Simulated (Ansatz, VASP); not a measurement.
# Two plane-wave programs on Ti3Ge8Mo

```xyz
12
Lattice="2.5127 -4.3158 0.0003 2.5113 4.3150 -0.0003 0.0002 -0.0007 8.8226" Properties=species:S:1:pos:R:3 pbc="T T T"
Ti    3.7689   -2.1585    6.6222
Ti    3.7676    2.1566    2.1991
Ti   -0.0004   -0.0003    4.4119
Ge    1.2437    0.7373    2.2007
Ge    3.7791    0.7383    6.6222
Ge    2.5121    1.4341    4.4107
Ge    2.5132   -2.8668   -0.0001
Ge    2.5124   -1.4363    4.4117
Ge    2.5118    2.8664   -0.0001
Ge    3.7795   -0.7401    2.2009
Ge    1.2446   -0.7380    6.6219
Mo    2.5125   -0.0007    0.0003
```

Change from the starting cell: cell x1, atoms moved at random (sigma 0.05 Å) and cell strained at random (1.5 %), then relaxed without symmetry.

Alike in both runs: functional PBE; k mesh 6 × 6 × 4; occupations gaussian, width 0.2 eV; no spin polarisation.

Ansatz relaxed the structure, and its values are those at the end. VASP's run is a single point on that final structure, the one shown.

```csv
,VASP,Ansatz
version,VASP 6.6.1,Ansatz 0.2.0
potentials or method,"VASP PAW PBE potentials, release 64 (Ti_sv, Ge_d, Mo_sv), cutoff 520 eV","scalar-relativistic, plane waves, PAW"
valence electrons in the cell,162,162
```

Ansatz gave:

| Item | Value |
| --- | --- |
| gap on the k mesh at the Fermi level (eV) | none |
| pressure (GPa) | 0.0 |
| rms of the force components (eV/Å) | 0.003 |

**Question.** Which values does VASP return?

**Answer.** gap on the k mesh at the Fermi level (eV): none; pressure (GPa): 0.2; rms of the force components (eV/Å): 0.003.

A gap of «none» marks a metal or a gap that the smearing closes.
